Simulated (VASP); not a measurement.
# BP (F-43m) in VASP: further runs

Aim: see how the results for BP move with the level of theory and the settings. Levels: PBE, PBEsol. Tasks: single point.

Program: VASP 6.6.1. These are calculated values, not measurements. Logs are shortened: lines on timing, memory, paths and dates and some standing lists are left out, and cuts for length are marked.

### 1 The cell of the first run

Symmetry: F-43m, No. 216, cubic system. The conventional cell has a = 4.537 Å, b = 4.537 Å, c = 4.537 Å, α = 90.00°, β = 90.00°, γ = 90.00°. Within 2.6 Å of B (site symmetry -43m) lie 4 P at 1.96 Å. P (site symmetry -43m) has 4 B at 1.96 Å within 2.6 Å.

### 2 Single point, PBE

INCAR

```
ALGO     = Normal         # electronic algorithm
EDIFF    = 1E-7           # SCF threshold, eV
ENCUT    = 520            # plane-wave cutoff, eV
GGA      = PE             # functional
ISIF     = 2              # what is computed and relaxed
ISMEAR   = 0              # smearing method
LASPH    = True           # aspherical terms in the spheres
LCHARG   = False          # write CHGCAR
LREAL    = False          # projectors in reciprocal space
LWAVE    = False          # write WAVECAR
NBANDS   = 11             # bands
NELM     = 100            # most SCF steps
PREC     = Accurate       # precision mode
SIGMA    = 0.01           # smearing width, eV
```

KPOINTS

```
k-points
0
Gamma
  6 6 6
```

POSCAR

```
BP
1.0
    0.0000000000      2.2683155501      2.2683155501
    2.2683155501      0.0000000000      2.2683155501
    2.2683155501      2.2683155501      0.0000000000
B P
1 1
Direct
    0.0000000000      0.0000000000      0.0000000000
    0.2500000000      0.2500000000      0.2500000000
```

Potentials or basis: VASP PAW PBE potentials, release 64 (B, P).

Started as:

```sh
cat potpaw_PBE.64/B/POTCAR potpaw_PBE.64/P/POTCAR > POTCAR
mpirun -np 1 vasp_std > vasp.out
```

OUTCAR:

```text
EDIFF = 1E-7
   ENCUT = 520
   GGA = PE
   ISIF = 2
   ISMEAR = 0
   LASPH = True
   LREAL = False
   NELM = 100
   PREC = Accurate

 ion  position               nearest neighbor table
   1  0.000  0.000  0.000-   2 1.96   2 1.96   2 1.96   2 1.96
   2  0.250  0.250  0.250-   1 1.96   1 1.96   1 1.96   1 1.96

  LATTYP: Found a face centered cubic cell.
 ALAT       =     4.5366311002

  Lattice vectors:

 A1 = (   0.0000000000,   2.2683155501,   2.2683155501)
 A2 = (   2.2683155501,   0.0000000000,   2.2683155501)
 A3 = (   2.2683155501,   2.2683155501,   0.0000000000)

Analysis of symmetry for initial positions (statically):
=====================================================================
 Subroutine PRICEL returns:
 Original cell was already a primitive cell.

 Routine SETGRP: Setting up the symmetry group for a
 face centered cubic supercell.

 Subroutine GETGRP returns: Found 24 space group operations
 (whereof 24 operations were pure point group operations)
 out of a pool of 48 trial point group operations.

The static configuration has the point symmetry T_d .

Analysis of symmetry for dynamics (positions and initial velocities):
=====================================================================
 Subroutine PRICEL returns:
 Original cell was already a primitive cell.

 Routine SETGRP: Setting up the symmetry group for a
 face centered cubic supercell.

 Subroutine GETGRP returns: Found 24 space group operations
 (whereof 24 operations were pure point group operations)
 out of a pool of 48 trial point group operations.

The dynamic configuration has the point symmetry T_d .

 Subroutine INISYM returns: Found 24 space group operations
 (whereof 24 operations are pure point group operations),
 and found     1 'primitive' translations

----------------------------------------------------------------------------------------

                                     Primitive cell

  volume of cell :      23.3421

  direct lattice vectors                    reciprocal lattice vectors
     0.000000000  2.268315550  2.268315550    -0.220427885  0.220427885  0.220427885
     2.268315550  0.000000000  2.268315550     0.220427885 -0.220427885  0.220427885
     2.268315550  2.268315550  0.000000000     0.220427885  0.220427885 -0.220427885

  length of vectors
     3.207882615  3.207882615  3.207882615     0.381792297  0.381792297  0.381792297

  position of ions in fractional coordinates (direct lattice)
     0.000000000  0.000000000  0.000000000
     0.250000000  0.250000000  0.250000000

  ion indices of the primitive-cell ions
   primitive index   ion index
                 1           1
                 2           2

----------------------------------------------------------------------------------------

 KPOINTS: k-points

Automatic generation of k-mesh.
 Grid dimensions read from file:
 generate k-points for:    6    6    6

 Generating k-lattice:

  Cartesian coordinates                     Fractional coordinates (reciprocal lattice)
    -0.036737981  0.036737981  0.036737981     0.166666667  0.000000000  0.000000000
     0.036737981 -0.036737981  0.036737981     0.000000000  0.166666667  0.000000000
     0.036737981  0.036737981 -0.036737981     0.000000000  0.000000000  0.166666667

  Length of vectors
     0.063632049  0.063632049  0.063632049

  Shift w.r.t. Gamma in fractional coordinates (k-lattice)
     0.000000000  0.000000000  0.000000000

 Subroutine IBZKPT returns following result:
 ===========================================

 Found     16 irreducible k-points:

 Following reciprocal coordinates:
            Coordinates               Weight
  0.000000  0.000000  0.000000      1.000000
  0.166667  0.000000  0.000000      8.000000
  0.333333  0.000000  0.000000      8.000000
  0.500000  0.000000  0.000000      4.000000
  0.166667  0.166667  0.000000      6.000000
  0.333333  0.166667  0.000000     24.000000
[... 8 lines left out ...]
 -0.333333  0.333333  0.166667     24.000000
 -0.333333  0.500000  0.166667     12.000000
   k-points           NKPTS =     16   k-points in BZ     NKDIM =     16   number of bands    NBANDS=     11
   number of dos      NEDOS =    301   number of ions     NIONS =      2
   total plane-waves  NPLWV =  13824
   dimension x,y,z NGX =    24 NGY =   24 NGZ =   24
   dimension x,y,z NGXF=    48 NGYF=   48 NGZF=   48
   ions per type =               1   1
   NGX,Y,Z   is equivalent  to a cutoff of  12.44, 12.44, 12.44 a.u.
   NGXF,Y,Z  is equivalent  to a cutoff of  24.88, 24.88, 24.88 a.u.
 SYSTEM =  unknown system
   PREC   = accura    normal or accurate (medium, high low for compatibility)
   ISTART =      0    job   : 0-new  1-cont  2-samecut
   ICHARG =      2    charge: 1-file 2-atom 10-const
   ISPIN  =      1    spin polarized calculation?
   LNONCOLLINEAR =      F non collinear calculations
   LSORBIT =      F    spin-orbit coupling
   LASPH  =      T    aspherical Exc in radial PAW
   ENCUT  =  520.0 eV  38.22 Ry    6.18 a.u.   5.96  5.96  5.96*2*pi/ulx,y,z
   NELM   =    100;   NELMIN=  2; NELMDL= -5     # of ELM steps
   EDIFF  = 0.1E-06   stopping-criterion for ELM
   LREAL  =      F    real-space projection
   EDIFFG = 0.1E-05   stopping-criterion for IOM
   NSW    =      0    number of steps for IOM
   IBRION =     -1    ionic relax: 0-MD 1-quasi-New 2-CG
   NFREE  =      0    steps in history (QN), initial steepest desc. (CG)
   ISIF   =      2    stress and relaxation
   ISYM   =      2    0-nonsym 1-usesym 2-fastsym
   POTIM  = 0.5000    time-step for ionic-motion
   TEBEG  =    0.0;   TEEND  =   0.0 temperature during run
   PSTRESS=    0.0 pullay stress
   NELECT =       8.0000    total number of electrons
   NUPDOWN=      -1.0000    fix difference up-down
   EMIN   =  10.00;   EMAX   =-10.00  energy-range for DOS
   EFERMI =   0.00;   METHOD = LEGACY
   ISMEAR =     0;   SIGMA  =   0.01  broadening in eV -4-tet -1-fermi 0-gaus
   EFERMI_NEDOS =   21; number of points for ismear=-14 and -15
   IALGO  =     38    algorithm
   IMIX   =      4    mixing-type and parameters
     AMIX     =   0.40;   BMIX     =  1.00
     AMIX_MAG =   1.60;   BMIX_MAG =  1.00
  volume/ion in A,a.u.               =      11.67        78.76
  Fermi-wavevector in a.u.,A,eV,Ry     =   1.145666  2.164995 17.858335  1.312551
  Thomas-Fermi vector in A             =   2.282353
   LORBIT       =      0    0 simple, 1 ext, 2 COOP (PROOUT), +10 PAW based schemes
   GGA     = PE    functional components
   LHFCALC =     F    Hartree Fock is set to
   AEXX    =    0.0000 exact exchange contribution
   IVDW    =     0    specifies the selected vdW correction
   LEPSILON=     F    determine dielectric tensor
   LRPA    =     F    only Hartree local field effects (RPA)
 non-spin polarized calculation
 Gauss-broadening in eV      SIGMA  =   0.01
  energy-cutoff  :      520.00
  volume of cell :       23.34
 maximum number of plane-waves:       636
   NGX = 11   NGY = 11   NGZ = 11

 number of electron       8.0000000 magnetization

 Free energy of the ion-electron system (eV)
  ---------------------------------------------------
  ext. energy  EPLUGINS =         0.00000000
  ---------------------------------------------------
  free energy    TOTEN  =       -12.91318167 eV

  energy without entropy =      -12.91318167  energy(sigma->0) =      -12.91318167

 E-fermi :   7.5762     XC(G=0): -10.9082

 val. band max:        7.4497850338   @ k =   0.0000   0.0000   0.0000
 cond. band min:       8.7769541386   @ k =   0.5000   0.5000   0.0000
 fundamental gap:      1.3271691048
 Fermi energy:         7.5761533807

 k-point     1 :       0.0000    0.0000    0.0000
  band No.  band energies     occupation
      1      -8.0209      2.00000
      2       7.4498      2.00000
      3       7.4498      2.00000
      4       7.4498      2.00000
      5      10.8490      0.00000
      6      10.8490      0.00000
      7      10.8490      0.00000
      8      14.8380      0.00000
      9      18.9670      0.00000
     10      19.5771      0.00000
     11      19.5771      0.00000

 k-point     2 :       0.1667    0.0000    0.0000
  band No.  band energies     occupation
      1      -7.5227      2.00000
      2       4.6104      2.00000
      3       6.7837      2.00000
      4       6.7837      2.00000
      5      11.4727      0.00000
      6      11.7553      0.00000
      7      11.7553      0.00000
      8      16.1222      0.00000
      9      18.3891      0.00000
     10      18.3891      0.00000
     11      20.2077      0.00000

 k-point     3 :       0.3333    0.0000    0.0000
  band No.  band energies     occupation
      1      -6.1043      2.00000
      2       0.7128      2.00000
      3       5.9799      2.00000
      4       5.9799      2.00000
      5      11.3519      0.00000
      6      12.3068      0.00000
      7      12.3068      0.00000
      8      17.5615      0.00000
      9      19.3414      0.00000
     10      19.3414      0.00000
     11      20.8859      0.00000

 k-point     4 :       0.5000    0.0000    0.0000
  band No.  band energies     occupation
      1      -4.6933      2.00000
      2      -1.5922      2.00000
      3       5.6903      2.00000
      4       5.6903      2.00000
      5      11.2353      0.00000
      6      12.1607      0.00000
      7      12.1607      0.00000
      8      17.5776      0.00000
      9      22.0787      0.00000
     10      22.0787      0.00000
     11      22.2876      0.00000

 k-point     5 :       0.1667    0.1667    0.0000
  band No.  band energies     occupation
      1      -7.3555      2.00000
      2       5.5127      2.00000
      3       5.7149      2.00000
      4       5.7149      2.00000
      5       9.8881      0.00000
      6      13.3124      0.00000
      7      13.3124      0.00000
      8      14.3523      0.00000
      9      18.1084      0.00000
     10      20.2963      0.00000
     11      20.9642      0.00000
[... 99 lines left out ...]
 k-point    13 :       0.5000    0.5000    0.0000
  band No.  band energies     occupation
      1      -3.1613      2.00000
      2      -1.1392      2.00000
      3       3.3304      2.00000
      4       3.3304      2.00000
      5       8.7770      0.00000
      6       9.1050      0.00000
      7      19.5813      0.00000
      8      19.5813      0.00000
      9      22.6932      0.00000
     10      24.2096      0.00000
     11      25.4464      0.00000

 k-point    14 :       0.5000    0.3333    0.1667
  band No.  band energies     occupation
      1      -4.8804      2.00000
      2       0.9197      2.00000
      3       2.4380      2.00000
      4       4.1817      2.00000
      5      11.4563      0.00000
      6      12.9894      0.00000
      7      13.9261      0.00000
      8      16.9715      0.00000
      9      20.1722      0.00000
     10      21.0216      0.00000
     11      25.1673      0.00000

 k-point    15 :      -0.3333    0.3333    0.1667
  band No.  band energies     occupation
      1      -3.5758      2.00000
      2      -0.6731      2.00000
      3       1.9431      2.00000
      4       3.4695      2.00000
      5      11.9618      0.00000
      6      13.1571      0.00000
      7      16.0622      0.00000
      8      16.6207      0.00000
      9      17.9454      0.00000
     10      22.2850      0.00000
     11      25.0112      0.00000

 k-point    16 :      -0.3333    0.5000    0.1667
  band No.  band energies     occupation
      1      -2.9614      2.00000
      2      -0.7792      2.00000
      3       2.1427      2.00000
      4       2.2663      2.00000
      5      11.2803      0.00000
      6      11.8993      0.00000
      7      16.5808      0.00000
      8      17.2357      0.00000
      9      20.3987      0.00000
     10      23.6540      0.00000
     11      23.9374      0.00000

------------------------ aborting loop because EDIFF is reached ----------------------------------------

  FORCE on cell =-STRESS in cart. coord.  units (eV):
  Direction    XX          YY          ZZ          XY          YZ          ZX
  --------------------------------------------------------------------------------------
  -------------------------------------------------------------------------------------
  Total        0.1720038      0.1720038      0.1720038      0.0000000      0.0000000      0.0000000
  in kB       11.8061462     11.8061462     11.8061462      0.0000000      0.0000000      0.0000000
  external PRESSURE =      11.8061462 kB  Pullay stress =       0.0000000 kB

 VOLUME and BASIS-vectors are now :
 -----------------------------------------------------------------------------
  energy-cutoff  :      520.00
  volume of cell :       23.34
      direct lattice vectors                 reciprocal lattice vectors
     0.000000000  2.268315550  2.268315550    -0.220427885  0.220427885  0.220427885
     2.268315550  0.000000000  2.268315550     0.220427885 -0.220427885  0.220427885
     2.268315550  2.268315550  0.000000000     0.220427885  0.220427885 -0.220427885

 POSITION                                       TOTAL-FORCE (eV/Angst)
 -----------------------------------------------------------------------------------
      0.00000      0.00000      0.00000         0.000000      0.000000     -0.000000
      1.13416      1.13416      1.13416        -0.000000     -0.000000      0.000000
 -----------------------------------------------------------------------------------
    total drift:                                0.000000      0.000000      0.000000

  FREE ENERGIE OF THE ION-ELECTRON SYSTEM (eV)
  ---------------------------------------------------
  free  energy   TOTEN  =       -12.9131816732 eV

  energy  without entropy=      -12.9131816732  energy(sigma->0) =      -12.91318167
```

Run time: 5.3 s. Hardware: 1 thread of Intel Xeon 8259CL, shared host; peak memory 0.13 GiB.

What came out:

```
Free energy            : -12.9132 eV
Pressure               : 1.2 GPa
Band gap on the k mesh : 1.33 eV, indirect (least direct gap 3.40 eV)
```

Levels at points of the mesh, in eV from the valence-band top:
```tsv
k point	band 2	band 3	band 4	band 5	band 6	band 7
(0.00, 0.00, 0.00)	0.00	0.00	0.00	3.40	3.40	3.40
(0.50, 0.00, 0.00)	-9.04	-1.76	-1.76	3.79	4.71	4.71
(0.50, 0.50, 0.00)	-8.59	-4.12	-4.12	1.33	1.66	12.13
```

A k mesh can miss the band edges.

[end of part 1 of 2]
